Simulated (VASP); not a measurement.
# RbBr (Pm-3m) in VASP: further runs

Runs on RbBr. Level: PBEsol. Tasks: single point.

Program: VASP 6.6.1. These are calculated values, not measurements. Logs are shortened: lines on timing, memory, paths and dates and some standing lists are left out, and cuts for length are marked.

## Step 1: The cell of the first run

Symmetry: Pm-3m, No. 221, cubic system. The conventional cell has a = 4.070 Å, b = 4.070 Å, c = 4.070 Å, α = 90.00°, β = 90.00°, γ = 90.00°. Rb (site symmetry m-3m) has 8 Br at 3.52 Å and 6 Rb at 4.07 Å within 4.6 Å. Br (site symmetry m-3m) has 8 Rb at 3.52 Å and 6 Br at 4.07 Å within 4.6 Å.

## Step 2: Single point, PBEsol

File INCAR:

```
SYSTEM = RbBr
PREC = Accurate ; ENCUT = 520
EDIFF = 1E-6 ; ISMEAR = 0
SIGMA = 0.01 ; LREAL = .FALSE.
LASPH = .TRUE. ; NELM = 100
ALGO = Normal ; ISIF = 2
LWAVE = .FALSE. ; LCHARG = .TRUE.
GGA = PS ; LELF = .TRUE.
LVHAR = .TRUE. ; NBANDS = 15
```

File KPOINTS:

```
regular mesh
0
G
  6 6 6
  0 0 0
```

File POSCAR:

```
RbBr
1.0
    4.0700851177      0.0000000000      0.0000000000
    0.0000000000      4.0700851177      0.0000000000
    0.0000000000      0.0000000000      4.0700851177
Rb Br
1 1
Direct
    0.0000000000      0.0000000000      0.0000000000
    0.5000000000      0.5000000000      0.5000000000
```

Potentials or basis: VASP PAW PBE potentials, release 64 (Rb_sv, Br).

The run is started by

```console
> cat potpaw_PBE.64/Rb_sv/POTCAR potpaw_PBE.64/Br/POTCAR > POTCAR
> mpirun -np 1 vasp_std > vasp.out
```

OUTCAR:

```text
SYSTEM = RbBr
   PREC = Accurate
   ENCUT = 520
   EDIFF = 1E-6
   ISMEAR = 0
   LREAL = .FALSE.
   LASPH = .TRUE.
   NELM = 100
   ISIF = 2
   GGA = PS

 ion  position               nearest neighbor table
   1  0.000  0.000  0.000-   2 3.52   2 3.52   2 3.52   2 3.52   2 3.52   2 3.52   2 3.52   2 3.52

   2  0.500  0.500  0.500-   1 3.52   1 3.52   1 3.52   1 3.52   1 3.52   1 3.52   1 3.52   1 3.52

  LATTYP: Found a simple cubic cell.
 ALAT       =     4.0700851177

  Lattice vectors:

 A1 = (   4.0700851177,   0.0000000000,   0.0000000000)
 A2 = (   0.0000000000,   4.0700851177,   0.0000000000)
 A3 = (   0.0000000000,   0.0000000000,   4.0700851177)

Analysis of symmetry for initial positions (statically):
=====================================================================
 Subroutine PRICEL returns:
 Original cell was already a primitive cell.

 Routine SETGRP: Setting up the symmetry group for a
 simple cubic supercell.

 Subroutine GETGRP returns: Found 48 space group operations
 (whereof 48 operations were pure point group operations)
 out of a pool of 48 trial point group operations.

The static configuration has the point symmetry O_h .

Analysis of symmetry for dynamics (positions and initial velocities):
=====================================================================
 Subroutine PRICEL returns:
 Original cell was already a primitive cell.

 Routine SETGRP: Setting up the symmetry group for a
 simple cubic supercell.

 Subroutine GETGRP returns: Found 48 space group operations
 (whereof 48 operations were pure point group operations)
 out of a pool of 48 trial point group operations.

The dynamic configuration has the point symmetry O_h .

 Subroutine INISYM returns: Found 48 space group operations
 (whereof 48 operations are pure point group operations),
 and found     1 'primitive' translations

----------------------------------------------------------------------------------------

                                     Primitive cell

  volume of cell :      67.4234

  direct lattice vectors                    reciprocal lattice vectors
     4.070085118  0.000000000  0.000000000     0.245695107  0.000000000  0.000000000
     0.000000000  4.070085118  0.000000000     0.000000000  0.245695107  0.000000000
     0.000000000  0.000000000  4.070085118     0.000000000  0.000000000  0.245695107

  length of vectors
     4.070085118  4.070085118  4.070085118     0.245695107  0.245695107  0.245695107

  position of ions in fractional coordinates (direct lattice)
     0.000000000  0.000000000  0.000000000
     0.500000000  0.500000000  0.500000000

  ion indices of the primitive-cell ions
   primitive index   ion index
                 1           1
                 2           2

----------------------------------------------------------------------------------------

 KPOINTS: regular mesh

Automatic generation of k-mesh.
 Grid dimensions read from file:
 generate k-points for:    6    6    6

 Generating k-lattice:

  Cartesian coordinates                     Fractional coordinates (reciprocal lattice)
     0.040949185  0.000000000  0.000000000     0.166666667  0.000000000  0.000000000
     0.000000000  0.040949185  0.000000000     0.000000000  0.166666667  0.000000000
     0.000000000  0.000000000  0.040949185     0.000000000  0.000000000  0.166666667

  Length of vectors
     0.040949185  0.040949185  0.040949185

  Shift w.r.t. Gamma in fractional coordinates (k-lattice)
     0.000000000  0.000000000  0.000000000

 Subroutine IBZKPT returns following result:
 ===========================================

 Found     20 irreducible k-points:

 Following reciprocal coordinates:
            Coordinates               Weight
  0.000000  0.000000  0.000000      1.000000
  0.166667  0.000000  0.000000      6.000000
  0.333333  0.000000  0.000000      6.000000
  0.500000  0.000000  0.000000      3.000000
  0.166667  0.166667  0.000000     12.000000
  0.333333  0.166667  0.000000     24.000000
[... 12 lines left out ...]
  0.500000  0.500000  0.333333      6.000000
  0.500000  0.500000  0.500000      1.000000
   k-points           NKPTS =     20   k-points in BZ     NKDIM =     20   number of bands    NBANDS=     15
   number of dos      NEDOS =    301   number of ions     NIONS =      2
   total plane-waves  NPLWV =  27000
   dimension x,y,z NGX =    30 NGY =   30 NGZ =   30
   dimension x,y,z NGXF=    60 NGYF=   60 NGZF=   60
   ions per type =               1   1
   NGX,Y,Z   is equivalent  to a cutoff of  12.25, 12.25, 12.25 a.u.
   NGXF,Y,Z  is equivalent  to a cutoff of  24.51, 24.51, 24.51 a.u.
 SYSTEM =  RbBr
   PREC   = accura    normal or accurate (medium, high low for compatibility)
   ISTART =      0    job   : 0-new  1-cont  2-samecut
   ICHARG =      2    charge: 1-file 2-atom 10-const
   ISPIN  =      1    spin polarized calculation?
   LNONCOLLINEAR =      F non collinear calculations
   LSORBIT =      F    spin-orbit coupling
   LASPH  =      T    aspherical Exc in radial PAW
   ENCUT  =  520.0 eV  38.22 Ry    6.18 a.u.   7.57  7.57  7.57*2*pi/ulx,y,z
   NELM   =    100;   NELMIN=  2; NELMDL= -5     # of ELM steps
   EDIFF  = 0.1E-05   stopping-criterion for ELM
   LREAL  =      F    real-space projection
[... 7 lines left out ...]
   TEBEG  =    0.0;   TEEND  =   0.0 temperature during run
   PSTRESS=    0.0 pullay stress
   NELECT =      16.0000    total number of electrons
   NUPDOWN=      -1.0000    fix difference up-down
   EMIN   =  10.00;   EMAX   =-10.00  energy-range for DOS
   EFERMI =   0.00;   METHOD = LEGACY
   ISMEAR =     0;   SIGMA  =   0.01  broadening in eV -4-tet -1-fermi 0-gaus
   EFERMI_NEDOS =   21; number of points for ismear=-14 and -15
   IALGO  =     38    algorithm
   IMIX   =      4    mixing-type and parameters
     AMIX     =   0.40;   BMIX     =  1.00
     AMIX_MAG =   1.60;   BMIX_MAG =  1.00
  volume/ion in A,a.u.               =      33.71       227.50
  Fermi-wavevector in a.u.,A,eV,Ry     =   1.013549  1.915330 13.977009  1.027281
  Thomas-Fermi vector in A             =   2.146724
   LORBIT       =      0    0 simple, 1 ext, 2 COOP (PROOUT), +10 PAW based schemes
   GGA     = PS    functional components
   LHFCALC =     F    Hartree Fock is set to
   AEXX    =    0.0000 exact exchange contribution
   IVDW    =     0    specifies the selected vdW correction
   LEPSILON=     F    determine dielectric tensor
   LRPA    =     F    only Hartree local field effects (RPA)
 non-spin polarized calculation
 Gauss-broadening in eV      SIGMA  =   0.01
  energy-cutoff  :      520.00
  volume of cell :       67.42
 maximum number of plane-waves:      1856
   NGX = 15   NGY = 15   NGZ = 15

 number of electron      15.9999998 magnetization

 Free energy of the ion-electron system (eV)
  ---------------------------------------------------
  ext. energy  EPLUGINS =         0.00000000
  ---------------------------------------------------
  free energy    TOTEN  =        -6.30094442 eV

  energy without entropy =       -6.30094442  energy(sigma->0) =       -6.30094442

 E-fermi :  -0.5049     XC(G=0):  -8.3007

 val. band max:       -0.5683108104   @ k =   0.5000   0.5000   0.0000
 cond. band min:       3.4713197189   @ k =   0.0000   0.0000   0.0000
 fundamental gap:      4.0396305293
 Fermi energy:        -0.5049161859

 k-point     1 :       0.0000    0.0000    0.0000
  band No.  band energies     occupation
      1     -25.5396      2.00000
      2     -13.2769      2.00000
      3      -9.5255      2.00000
      4      -9.5255      2.00000
      5      -9.5255      2.00000
      6      -0.7263      2.00000
      7      -0.7263      2.00000
      8      -0.7263      2.00000
      9       3.4713      0.00000
     10       4.8366      0.00000
     11       4.8366      0.00000
     12       9.4427      0.00000
     13       9.4427      0.00000
     14       9.4427      0.00000
     15      12.1984      0.00000

 k-point     2 :       0.1667    0.0000    0.0000
  band No.  band energies     occupation
      1     -25.5333      2.00000
      2     -13.2760      2.00000
      3      -9.5668      2.00000
      4      -9.5112      2.00000
      5      -9.5112      2.00000
      6      -1.2804      2.00000
      7      -0.7496      2.00000
      8      -0.7496      2.00000
      9       4.1639      0.00000
     10       5.0547      0.00000
     11       5.4882      0.00000
     12       9.3006      0.00000
     13       9.3006      0.00000
     14       9.6057      0.00000
     15      10.8299      0.00000

 k-point     3 :       0.3333    0.0000    0.0000
  band No.  band energies     occupation
      1     -25.5206      2.00000
      2     -13.2770      2.00000
      3      -9.6378      2.00000
      4      -9.4824      2.00000
      5      -9.4824      2.00000
      6      -2.1058      2.00000
      7      -0.7985      2.00000
      8      -0.7985      2.00000
      9       5.5325      0.00000
     10       5.6647      0.00000
     11       6.8020      0.00000
     12       8.9979      0.00000
     13       9.2331      0.00000
     14       9.2331      0.00000
     15      10.0128      0.00000

 k-point     4 :       0.5000    0.0000    0.0000
  band No.  band energies     occupation
      1     -25.5143      2.00000
      2     -13.2789      2.00000
      3      -9.6675      2.00000
      4      -9.4678      2.00000
      5      -9.4678      2.00000
      6      -2.4448      2.00000
      7      -0.8241      2.00000
      8      -0.8241      2.00000
      9       6.2219      0.00000
     10       6.5535      0.00000
     11       7.1888      0.00000
     12       8.0063      0.00000
     13       9.3821      0.00000
     14       9.3821      0.00000
     15      10.2928      0.00000
[... 235 lines left out ...]
 k-point    18 :       0.5000    0.3333    0.3333
  band No.  band energies     occupation
      1     -25.4806      2.00000
      2     -13.0104      2.00000
      3      -9.8139      2.00000
      4      -9.7357      2.00000
      5      -9.7072      2.00000
      6      -1.9277      2.00000
      7      -1.7806      2.00000
      8      -1.5732      2.00000
      9       6.4130      0.00000
     10       7.1480      0.00000
     11       7.1566      0.00000
     12       8.6240      0.00000
     13       8.6523      0.00000
     14       9.0773      0.00000
     15      11.7343      0.00000

 k-point    19 :       0.5000    0.5000    0.3333
  band No.  band energies     occupation
      1     -25.4751      2.00000
      2     -12.9720      2.00000
      3      -9.8106      2.00000
      4      -9.8106      2.00000
      5      -9.6985      2.00000
      6      -1.9516      2.00000
      7      -1.9516      2.00000
      8      -1.7376      2.00000
      9       6.5903      0.00000
     10       7.4788      0.00000
     11       7.4788      0.00000
     12       8.0466      0.00000
     13       9.3771      0.00000
     14       9.3771      0.00000
     15      11.7480      0.00000

 k-point    20 :       0.5000    0.5000    0.5000
  band No.  band energies     occupation
      1     -25.4696      2.00000
      2     -12.9408      2.00000
      3      -9.7838      2.00000
      4      -9.7838      2.00000
      5      -9.7838      2.00000
      6      -2.0400      2.00000
      7      -2.0400      2.00000
      8      -2.0400      2.00000
      9       7.6639      0.00000
     10       7.6639      0.00000
     11       7.6639      0.00000
     12       8.9248      0.00000
     13       8.9248      0.00000
     14       8.9248      0.00000
     15      11.8389      0.00000

------------------------ aborting loop because EDIFF is reached ----------------------------------------

  FORCE on cell =-STRESS in cart. coord.  units (eV):
  Direction    XX          YY          ZZ          XY          YZ          ZX
  --------------------------------------------------------------------------------------
  -------------------------------------------------------------------------------------
  Total        0.0317970      0.0317970      0.0317970      0.0000000      0.0000000     -0.0000000
  in kB        0.7555895      0.7555895      0.7555895      0.0000000      0.0000000     -0.0000000
  external PRESSURE =       0.7555895 kB  Pullay stress =       0.0000000 kB

 VOLUME and BASIS-vectors are now :
 -----------------------------------------------------------------------------
  energy-cutoff  :      520.00
  volume of cell :       67.42
      direct lattice vectors                 reciprocal lattice vectors
     4.070085118  0.000000000  0.000000000     0.245695107  0.000000000  0.000000000
     0.000000000  4.070085118  0.000000000     0.000000000  0.245695107  0.000000000
     0.000000000  0.000000000  4.070085118     0.000000000  0.000000000  0.245695107

 POSITION                                       TOTAL-FORCE (eV/Angst)
 -----------------------------------------------------------------------------------
      0.00000      0.00000      0.00000         0.000000      0.000000      0.000000
      2.03504      2.03504      2.03504         0.000000      0.000000      0.000000
 -----------------------------------------------------------------------------------
    total drift:                                0.000000      0.000000     -0.000000

  FREE ENERGIE OF THE ION-ELECTRON SYSTEM (eV)
  ---------------------------------------------------
  free  energy   TOTEN  =        -6.3009444242 eV

  energy  without entropy=       -6.3009444242  energy(sigma->0) =       -6.30094442
```

It took 13 s on 1 thread of Intel Xeon Platinum 8375C at 2.90GHz (Ice Lake), shared host; peak memory 0.17 GiB.

What came out:

* Free energy: -6.3009 eV
* Pressure: 0.1 GPa
* Band gap on the k mesh: 4.04 eV (least direct gap 4.20 eV)

Caveat: the PAW data sets were made with another functional, which shifts forces and pressure a little. A k mesh can miss the band edges.

## Step 3: Single point, PBEsol

File INCAR:

```
  PREC = Accurate
  ENCUT = 520
  EDIFF = 1E-6
  ISMEAR = 0
  SIGMA = 0.01
  LREAL = F
  LASPH = T
  NELM = 80
  ALGO = Normal
  ISIF = 2
  LWAVE = F
  LCHARG = F
  GGA = PS
  NBANDS = 15
```

File KPOINTS:

```
Automatic mesh
0
Gamma
  6 6 6
```

POSCAR is that of step 2.

Potentials or basis: VASP PAW PBE potentials, release 64 (Rb_sv, Br).

The run is started by

```console
> cat potpaw_PBE.64/Rb_sv/POTCAR potpaw_PBE.64/Br/POTCAR > POTCAR
> mpirun -np 1 vasp_std > vasp.out
```

OUTCAR:

```text
PREC = Accurate
   ENCUT = 520
   EDIFF = 1E-6
   ISMEAR = 0
   LREAL = F
   LASPH = T
   NELM = 80
   ISIF = 2
   GGA = PS

 ion  position               nearest neighbor table
   1  0.000  0.000  0.000-   2 3.52   2 3.52   2 3.52   2 3.52   2 3.52   2 3.52   2 3.52   2 3.52

   2  0.500  0.500  0.500-   1 3.52   1 3.52   1 3.52   1 3.52   1 3.52   1 3.52   1 3.52   1 3.52

  LATTYP: Found a simple cubic cell.
 ALAT       =     4.0700851177

  Lattice vectors:
[... 539 lines left out ...]
     15      11.8389      0.00000

------------------------ aborting loop because EDIFF is reached ----------------------------------------

  FORCE on cell =-STRESS in cart. coord.  units (eV):
  Direction    XX          YY          ZZ          XY          YZ          ZX
  --------------------------------------------------------------------------------------
  -------------------------------------------------------------------------------------
  Total        0.0317970      0.0317970      0.0317970      0.0000000      0.0000000     -0.0000000
  in kB        0.7555895      0.7555895      0.7555895      0.0000000      0.0000000     -0.0000000
  external PRESSURE =       0.7555895 kB  Pullay stress =       0.0000000 kB

 VOLUME and BASIS-vectors are now :
 -----------------------------------------------------------------------------
  energy-cutoff  :      520.00
  volume of cell :       67.42
      direct lattice vectors                 reciprocal lattice vectors
     4.070085118  0.000000000  0.000000000     0.245695107  0.000000000  0.000000000
     0.000000000  4.070085118  0.000000000     0.000000000  0.245695107  0.000000000
     0.000000000  0.000000000  4.070085118     0.000000000  0.000000000  0.245695107

 POSITION                                       TOTAL-FORCE (eV/Angst)
 -----------------------------------------------------------------------------------
      0.00000      0.00000      0.00000         0.000000      0.000000      0.000000
      2.03504      2.03504      2.03504         0.000000      0.000000      0.000000
 -----------------------------------------------------------------------------------
    total drift:                                0.000000      0.000000     -0.000000

  FREE ENERGIE OF THE ION-ELECTRON SYSTEM (eV)
  ---------------------------------------------------
  free  energy   TOTEN  =        -6.3009444242 eV

  energy  without entropy=       -6.3009444242  energy(sigma->0) =       -6.30094442
```

OSZICAR:

```text
N       E                     dE             d eps       ncg     rms          rms(c)
DAV:   1     0.798182239934E+02    0.79818E+02   -0.69503E+03   600   0.935E+02
DAV:   2    -0.103055267042E+01   -0.80849E+02   -0.75349E+02   805   0.168E+02
DAV:   3    -0.635759062532E+01   -0.53270E+01   -0.53021E+01   748   0.436E+01
DAV:   4    -0.651131768811E+01   -0.15373E+00   -0.15368E+00   913   0.694E+00
DAV:   5    -0.651216290455E+01   -0.84522E-03   -0.84521E-03   769   0.550E-01    0.268E+00
DAV:   6    -0.633039991073E+01    0.18176E+00   -0.15161E-01   733   0.223E+00    0.180E+00
DAV:   7    -0.629942627804E+01    0.30974E-01   -0.85015E-02   768   0.172E+00    0.901E-01
DAV:   8    -0.630101028687E+01   -0.15840E-02   -0.11538E-02   696   0.623E-01    0.134E-01
DAV:   9    -0.630085866878E+01    0.15162E-03   -0.51936E-04   810   0.123E-01    0.493E-02
DAV:  10    -0.630094393750E+01   -0.85269E-04   -0.17081E-04   687   0.827E-02    0.864E-03
DAV:  11    -0.630094442422E+01   -0.48672E-06   -0.48603E-06   839   0.139E-02
   1 F= -.63009444E+01 E0= -.63009444E+01  d E =-.275629E-21
```

stdout:

```text
POSCAR found type information on POSCAR RbBr
 POSCAR found :  2 types and       2 ions
 scaLAPACK will be used
 -----------------------------------------------------------------------------
|                                                                             |
|                                                                             |
|     You enforced a specific xc type in the INCAR file but a different       |
|     I HOPE YOU KNOW WHAT YOU ARE DOING!                                     |
|                                                                             |
 -----------------------------------------------------------------------------

 LDA part: xc-table for (Slater+PW92), standard interpolation
 POSCAR, INCAR and KPOINTS ok, starting setup
 FFT: planning ... GRIDC
 FFT: planning ... GRID_SOFT
 FFT: planning ... GRID
 WAVECAR not read
 entering main loop
```

It took 12 s on 1 thread of Intel Xeon Platinum 8375C at 2.90GHz (Ice Lake), shared host; peak memory 0.17 GiB.

What came out:

| Quantity | Value |
| --- | --- |
| Free energy | -6.3009 eV |
| Pressure | 0.1 GPa |
| Band gap on the k mesh | 4.04 eV (least direct gap 4.20 eV) |

Levels at points of the mesh, in eV from the valence-band top:
```
           k point  band 6  band 7  band 8  band 9  band 10  band 11
(0.00, 0.00, 0.00)   -0.16   -0.16   -0.16    4.04     5.40     5.40
(0.50, 0.00, 0.00)   -1.88   -0.26   -0.26    6.79     7.12     7.76
(0.50, 0.50, 0.00)   -1.12   -1.12    0.00    5.19     6.12     7.92
(0.50, 0.50, 0.50)   -1.47   -1.47   -1.47    8.23     8.23     8.23
```

Caveat: the PAW data sets were made with another functional, which shifts forces and pressure a little.

(Continued in part 2 of 2.)
